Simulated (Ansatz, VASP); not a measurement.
# Two plane-wave programs on PbSe

The input INCAR:

```
SYSTEM = PbSe
ALGO = Normal
EDIFF = 1E-6
ENCUT = 520
GGA = PS
ISIF = 2
ISMEAR = -1
LASPH = .TRUE.
LCHARG = .FALSE.
LREAL = .FALSE.
LWAVE = .FALSE.
NBANDS = 17
NELM = 80
PREC = Accurate
SIGMA = 0.05
```

Contents of KPOINTS:

```
k-points
0
G
  8 8 8
  0 0 0
```

The input POSCAR:

```
PbSe
1.0
    0.0000000000      3.0606500000      3.0606500000
    3.0606500000      0.0000000000      3.0606500000
    3.0606500000      3.0606500000      0.0000000000
Pb Se
1 1
Direct
   -0.0022480000     -0.0031650000     -0.0006020000
    0.5030880000      0.4999950000      0.4926990000
```

The input input.yaml:

```yaml
crystal:
  lattice:
    - [0.0, 3.06065, 3.06065]
    - [3.06065, 0.0, 3.06065]
    - [3.06065, 3.06065, 0.0]
  atoms:
    - { symbol: Pb, position: [-0.002248, -0.003165, -0.000602] }
    - { symbol: Se, position: [0.503088, 0.499995, 0.492699] }
hamiltonian:
  xc: pbesol
  pseudopotentials: { kind: paw }
kpoints:
  mp_grid: { grid: [8, 8, 8] }
scf:
  occupations: { method: fermi_dirac, width: 0.05 }
output:
  forces: true
  stress: true
  eigenvalues: true
  write_density: true
  write_potential: true
  elf: true
  volumetric_format: npy
```

Change from the starting cell: atoms moved at random, drawn with an rms of 0.05 Å.

Alike in both runs: task single point; functional PBEsol; k mesh 8 × 8 × 8; occupations fermi-dirac, width 0.05 eV; no spin polarisation.

|  | VASP | Ansatz |
| --- | --- | --- |
| version | VASP 6.6.1 | Ansatz 0.2.0 |
| potentials or method | VASP PAW PBE potentials, release 64 (Pb_d, Se) | Ansatz PAW |
| plane-wave cutoff (eV) | 520 | 420 |
| valence electrons in the cell | 20 | 30 |

VASP gave:

| Item | Value |
| --- | --- |
| gap on the k mesh at the Fermi level (eV) | 0.21 |
| least direct gap on the mesh (eV) | 0.21 |
| pressure (GPa) | -0.5 |
| rms of the force components (eV/Å) | 0.006 |

Task: Estimate Ansatz's values.

Result: gap on the k mesh at the Fermi level (eV): 0.20; least direct gap on the mesh (eV): 0.20; pressure (GPa): -0.5; rms of the force components (eV/Å): 0.006.

VASP's potentials were made for PBE, not for PBEsol. Atom by atom the forces differ by 0.000 eV/Å (rms over components). The functional is the same, so the differences come from potentials, cutoffs and numerics. VASP's potentials hold 20 valence electrons a cell and Ansatz's 30, so a difference there can come from the potentials and not from the codes.

Spin-orbit coupling is off throughout.
